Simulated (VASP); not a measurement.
Here is a VASP 6.6.1 calculation.

Contents of INCAR:

```
  PREC = Accurate
  ENCUT = 910
  EDIFF = 1E-6
  ISMEAR = 0
  SIGMA = 0.01
  LREAL = F
  LASPH = T
  NELM = 120
  ALGO = Normal
  ISIF = 2
  LWAVE = F
  LCHARG = F
  GGA = CA
  NBANDS = 26
  GGA_COMPAT = F
```

KPOINTS

```
Automatic mesh
0
Gamma
  8 8 4
```

Contents of POSCAR:

```
GaN
1.0
    3.2148508677      0.0000000000      0.0000000000
   -1.6074254338      2.7841425208      0.0000000000
    0.0000000000      0.0000000000      5.0877233315
Ga N
2 2
Direct
    0.3333333333      0.6666666667     -0.0031661581
    0.6666666667      0.3333333333      0.4968338419
    0.3333333333      0.6666666667      0.3781661581
    0.6666666667      0.3333333333      0.8781661581
```

Potentials or basis: VASP PAW LDA potentials, release 64 (Ga_d, N_h).

Launch:

```console
$ cat potpaw_LDA.64/Ga_d/POTCAR potpaw_LDA.64/N_h/POTCAR > POTCAR
$ mpirun -np 1 vasp_std > vasp.out
```

(1) Predict the band gap on the k mesh.

(2) Estimate the largest force.

(3) Estimate the pressure.

Results:

(1) 1.92 eV, direct.

(2) 0.006 eV/Å.

(3) -4.4 GPa.

Caveat: the cell differs from its parent crystal (in-plane strain +0.02, then relaxed in part); the cutoff is under 1.25 times the usual one of these potentials, so pressure, stress and relaxed cells hold a basis-set (Pulay) error.
